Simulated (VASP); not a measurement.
Crystal: CdS.

```
Cd S
1.0
     3.84104    0.00000    0.00000
    -1.92052    3.32644    0.00000
     0.00000    0.00000    6.44527
Cd S
2 2
Direct
  0.00000 0.00000 0.00000
  0.00000 0.00000 0.50000
  0.33333 0.66667 0.25000
  0.66667 0.33333 0.75000
```

Base run:

| Item | Value |
| --- | --- |
| Program | VASP 6.6.1 |
| Functional | LDA |
| Potentials or basis | VASP PAW LDA potentials, release 64 (Cd, S) |
| Cutoff | 520 eV |
| k mesh | 12 × 12 × 4 |
| Occupations | gaussian, width 0.01 eV |
| Spin | no spin polarisation |

Its results: band gap on the k mesh 0.40 eV; pressure -4.3 GPa.

Question: The run is repeated on the same cell with these changes: functional from LDA to r2SCAN; potentials or basis from VASP PAW LDA potentials, release 64 (Cd, S) to VASP PAW PBE potentials, release 64 (Cd, S). What comes out?

Answer: Band gap on the k mesh 1.24 eV; pressure 0.5 GPa.

Caveats: the cell stands under tension (at least some runs); the PAW data sets were made with another functional, which shifts forces and pressure a little (at least some runs).

A k mesh can miss the band edges.
